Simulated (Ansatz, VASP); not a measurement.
ZnSe in VASP and in Ansatz

INCAR

```
PREC     = Accurate       # precision mode
ENCUT    = 520            # plane-wave cutoff, eV
EDIFF    = 1E-6           # SCF threshold, eV
ISMEAR   = -1             # smearing method
SIGMA    = 0.02           # smearing width, eV
LREAL    = False          # projectors in reciprocal space
LASPH    = True           # aspherical terms in the spheres
NELM     = 60             # most SCF steps
ALGO     = Normal         # electronic algorithm
ISIF     = 2              # what is computed and relaxed
LWAVE    = False          # write WAVECAR
LCHARG   = False          # write CHGCAR
GGA      = PE             # functional
IBRION   = 2              # ionic algorithm
NSW      = 80             # ionic steps
EDIFFG   = -0.02          # ionic threshold
```

The input KPOINTS:

```
regular mesh
0
Gamma
  13 13 13
```

File POSCAR:

```
ZnSe
1.0
    0.0000000000      2.8338000000      2.8338000000
    2.8338000000      0.0000000000      2.8338000000
    2.8338000000      2.8338000000      0.0000000000
Zn Se
1 1
Direct
    0.0000000000      0.0000000000      0.0000000000
    0.2500000000      0.2500000000      0.2500000000
```

Input for Ansatz:

```yaml
crystal:
  lattice:
    - [0.0, 2.8338, 2.8338]
    - [2.8338, 0.0, 2.8338]
    - [2.8338, 2.8338, 0.0]
  atoms:
    - { symbol: Zn, position: [0.0, 0.0, 0.0] }
    - { symbol: Se, position: [0.25, 0.25, 0.25] }
kpoints:
  mp_grid: { grid: [13, 13, 13] }
scf:
  occupations: { method: fermi_dirac, width: 0.02 }
hamiltonian:
  xc: pbe
  pseudopotentials: { kind: paw }
output:
  forces: true
  stress: true
  populations: true
  efg: { quadrupole_moments_barn: { Zn: 0.122 }, contact_densities: true }
relax:
  f_tol: 0.02
  max_steps: 60
```

Alike in both runs: task relaxation of the atoms; functional PBE; k mesh 13 × 13 × 13; occupations fermi-dirac, width 0.02 eV; no spin polarisation.

```csv
,VASP,Ansatz
version,VASP 6.6.1,Ansatz 0.2.0
potentials or method,"VASP PAW PBE potentials, release 64 (Zn, Se)","plane-wave PAW, scalar-relativistic"
plane-wave cutoff (eV),520,420
valence electrons in the cell,18,28
```

|  | VASP | Ansatz | Ansatz less VASP |
| --- | --- | --- | --- |
| gap on the k mesh at the Fermi level, each at its own relaxed structure (eV) | 1.29 | 1.29 | -0.002 |

VASP's potentials hold 18 valence electrons a cell and Ansatz's 28, so a difference there can come from the potentials and not from the codes. Ansatz's warnings: stress scf threshold loose.

Noted on VASP's run: the relaxation stopped at its first step, so nothing moved.
